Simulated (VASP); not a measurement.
A run of VASP 6.6.1 is set up as follows.

Contents of INCAR:

```
PREC = Accurate ; ENCUT = 500
EDIFF = 1E-6 ; ISMEAR = 0
SIGMA = 0.1 ; LREAL = F
LASPH = T ; NELM = 120
ALGO = Normal ; ISIF = 2
LWAVE = F ; LCHARG = T
GGA = PE ; LELF = T
LVHAR = T ; NBANDS = 27
GGA_COMPAT = F
```

File KPOINTS:

```
Automatic mesh
0
Gamma
  10 10 10
```

Contents of POSCAR:

```
HfSi2
1.0
    1.8410618199     -7.2974626460      0.0000000000
    1.8410618199      7.2974626460      0.0000000000
    0.0000000000      0.0000000000      3.6591759945
Hf Si
2 4
Direct
    0.8945215948      0.1054784052      0.2500000000
    0.1054784052      0.8945215948      0.7500000000
    0.2503137487      0.7496862513      0.2500000000
    0.7496862513      0.2503137487      0.7500000000
    0.4457603527      0.5542396473      0.7500000000
    0.5542396473      0.4457603527      0.2500000000
```

Potentials or basis: VASP PAW PBE potentials, release 64 (Hf_pv, Si).

Run with:

```bash
$ cat potpaw_PBE.64/Hf_pv/POTCAR potpaw_PBE.64/Si/POTCAR > POTCAR
$ mpirun -np 1 vasp_std > vasp.out
```

**Question.** Predict the largest force.

**Answer.** 0.020 eV/Å.

**Question.** Predict the pressure.

**Answer.** 0.0 GPa.

**Question.** Predict the band gap on the k mesh.

**Answer.** Zero (band 18 reaches 8.82 eV, above the bottom of band 19 at 7.91 eV).

Forces on the atoms (eV/Å):
```
Hf   0.000 -0.005  0.000
Hf   0.000  0.005  0.000
Si   0.000  0.002  0.000
Si   0.000 -0.002  0.000
Si   0.000 -0.020  0.000
Si   0.000  0.020  0.000
```

Caveat: spin-orbit coupling is left out, which moves the levels of the heavy elements.
